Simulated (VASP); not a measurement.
O: single point with r2SCAN+D3(BJ)

O:

```xyz
1
Lattice="1.7269 0.0000 0.0000 0.0000 1.7269 0.0000 0.0000 0.0000 2.9694" Properties=species:S:1:pos:R:3 pbc="T T T"
O     0.0000    0.0000    0.0000
```

| Property | Result |
| --- | --- |
| Program | VASP 6.6.1 |
| Task | single point |
| Functional | r2SCAN |
| Dispersion | D3(BJ) |
| Potentials or basis | VASP PAW PBE potentials, release 64 (O) |
| Cutoff | 520 eV |
| k mesh | 16 × 16 × 9 |
| Occupations | methfessel-paxton, width 0.02 eV |
| Spin | no spin polarisation |

```json
{"Pressure": "15.9 GPa", "Band gap on the k mesh": "zero (band 3 reaches 5.79 eV, above the bottom of band 4 at -0.57 eV)", "Dispersion energy per atom": "-0.039 eV"}
```

Stress tensor (GPa, compression positive):
```
23.55  0.00  0.00
 0.00 23.55  0.00
 0.00  0.00  0.60
```

Levels at points of the mesh, in eV from the Fermi level:
| k point | band 1 | band 2 | band 3 | band 4 | band 5 | band 6 |
| --- | --- | --- | --- | --- | --- | --- |
| (0.00, 0.00, 0.00) | -25.25 | -5.53 | 4.49 | 4.49 | 8.82 | 30.79 |
| (0.50, 0.00, 0.00) | -18.71 | -10.53 | -1.58 | 6.25 | 20.33 | 20.83 |
| (0.50, 0.50, 0.00) | -12.56 | -6.42 | -6.42 | 1.34 | 18.01 | 32.51 |

Wall time 60 s on 1 thread of Intel(R) Xeon(R) Platinum 8124M CPU @ 3.00GHz (Skylake/Cascade Lake), on a shared host, peak memory 0.13 GiB.

Caveat: three body term missing; the PAW data sets were made with another functional, which shifts forces and pressure a little; pairwise dispersion overbinds metals, which lowers pressure and volume.
